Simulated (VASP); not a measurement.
Mg3ZrN2:

```
Mg Zr N
1.0
     5.69797    0.00000    0.00000
    -2.84898    4.93459    0.00000
     0.00000    0.00000    2.98955
Mg Zr N
3 1 2
Direct
  0.00000 0.50000 0.00000
  0.50000 0.50000 0.00000
  0.50000 0.00000 0.00000
  0.00000 0.00000 0.50000
  0.66667 0.33333 0.50000
  0.33333 0.66667 0.50000
```

- Program: VASP 6.6.1
- Task: relaxation of cell and atoms
- Functional: PBE
- Potentials or basis: VASP PAW PBE potentials, release 64 (Mg, Zr_sv, N)
- Cutoff: 600 eV
- k mesh: 12 × 12 × 12
- Occupations: gaussian, width 0.1 eV
- Spin: no spin polarisation

At the start: pressure -2.4 GPa; volume 14.01 Å³/atom.

Q: How do energy, volume and symmetry change on relaxing?

A: Over 7 steps the energy falls by 27.0 meV/atom and the volume is 13.35 Å³/atom (-4.7 %); space group P6/mmm (No. 191, to 0.05 Å).

Step by step:
| step | energy change (eV) | largest force (eV/Å) | pressure (GPa) | volume (Å³) |
| --- | --- | --- | --- | --- |
| 1 | 0.0000 | 0.0000 | -2.42 | 84.06 |
| 2 | -0.1152 | 0.0000 | -0.46 | 81.47 |
| 3 | -0.1523 | 0.0000 | 1.96 | 78.86 |
| 4 | -0.1527 | 0.0000 | 1.72 | 79.09 |
| 5 | -0.1594 | 0.0000 | -0.75 | 80.59 |
| 6 | -0.1620 | 0.0000 | 0.09 | 80.06 |
| 7 | -0.1620 | 0.0000 | 0.06 | 80.08 |

Final structure:
```
Mg Zr N
1.0
     5.45357    0.00000    0.00000
    -2.72679    4.72293    0.00000
     0.00000    0.00000    3.10916
Mg Zr N
3 1 2
Direct
  0.00000 0.50000 0.00000
  0.50000 0.50000 0.00000
  0.50000 0.00000 0.00000
  0.00000 0.00000 0.50000
  0.66667 0.33333 0.50000
  0.33333 0.66667 0.50000
```
